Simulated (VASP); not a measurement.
SnO2 (fluorite type): single point with PBE

Crystal: SnO2 (fluorite type).

```
Sn O
1.0
     0.00000    2.55418    2.55418
     2.55418    0.00000    2.55418
     2.55418    2.55418    0.00000
Sn O
1 2
Direct
  0.00000 0.00000 0.00000
  0.25000 0.25000 0.25000
  0.75000 0.75000 0.75000
```

```json
{"Program": "VASP 6.6.1", "Task": "single point", "Functional": "PBE", "Potentials or basis": "VASP PAW PBE potentials, release 64 (Sn_d, O)", "Cutoff": "520 eV", "k mesh": "19 × 19 × 19", "Occupations": "fermi-dirac, width 0.0612256 eV", "Spin": "no spin polarisation"}
```

The pressure is 4.6 GPa.

Levels at points of the mesh, in eV from the Fermi level:
| k point | band 9 | band 10 | band 11 | band 12 | band 13 | band 14 | band 15 | band 16 | band 17 | band 18 |
| --- | --- | --- | --- | --- | --- | --- | --- | --- | --- | --- |
| (0.00, 0.00, 0.00) | -3.14 | -3.14 | -1.63 | -1.63 | -1.63 | -0.24 | 6.77 | 6.77 | 6.77 | 13.08 |

It took 60 s on 1 thread of Intel(R) Xeon(R) 6975P-C (Granite Rapids) (shared host), peak memory 0.26 GiB.

Caveat: the cell stands under pressure; spin-orbit coupling is left out, which moves the levels of the heavy elements.
